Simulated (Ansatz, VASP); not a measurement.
## Two plane-wave programs on Pt

The input INCAR:

```
SYSTEM = Pt
PREC = Accurate
ENCUT = 520
EDIFF = 1E-6
ISMEAR = -1
SIGMA = 0.1
LREAL = .FALSE.
LASPH = .TRUE.
NELM = 80
ALGO = Normal
ISIF = 2
LWAVE = .FALSE.
LCHARG = .TRUE.
LELF = .TRUE.
LVHAR = .TRUE.
NBANDS = 11
```

Contents of KPOINTS:

```
regular mesh
0
G
  23 23 23
  0 0 0
```

The input POSCAR:

```
Pt
1.0
    0.0000000000      1.9980352868      1.9980352868
    1.9980352868      0.0000000000      1.9980352868
    1.9980352868      1.9980352868      0.0000000000
Pt
1
Direct
    0.0000000000      0.0000000000      0.0000000000
```

Input for Ansatz:

```yaml
crystal:
  lattice:
    - [0.0, 1.9980352868, 1.9980352868]
    - [1.9980352868, 0.0, 1.9980352868]
    - [1.9980352868, 1.9980352868, 0.0]
  atoms:
    - { symbol: Pt, position: [0.0, 0.0, 0.0] }
hamiltonian:
  xc: lda
  pseudopotentials:
    kind: paw
    azcp:
      Pt: "pseudopotentials/Pt.paw.azcp"
basis:
  ecutwfc: 420
  fft_grid_basis: typed
kpoints:
  mp_grid: { grid: [23, 23, 23], shift: [0, 0, 0] }
magnetization:
  spin_polarized: false
scf:
  occupations: { method: fermi_dirac, width: 0.1 }
output:
  stress: true
```

Alike in both runs: task single point; functional LDA; k mesh 23 × 23 × 23; occupations fermi-dirac, width 0.1 eV; no spin polarisation.

```csv
,VASP,Ansatz
version,VASP 6.6.1,Ansatz 0.2.0
potentials or method,"VASP PAW LDA potentials, release 64 (Pt), cutoff 520 eV","plane waves (420 eV) with PAW, scalar-relativistic"
valence electrons in the cell,10,18
```

|  | VASP | Ansatz | Ansatz less VASP |
| --- | --- | --- | --- |
| pressure (GPa) | -18.5 | -19.0 | -0.55 |

Ansatz warns that its potentials were made for another functional, while VASP's fit it. LDA's correlation is that of Perdew and Zunger in VASP and of Perdew and Wang (1992) in Ansatz. VASP's potentials hold 10 valence electrons a cell and Ansatz's 18, so a difference there can come from the potentials and not from the codes.

Spin-orbit coupling is off throughout.
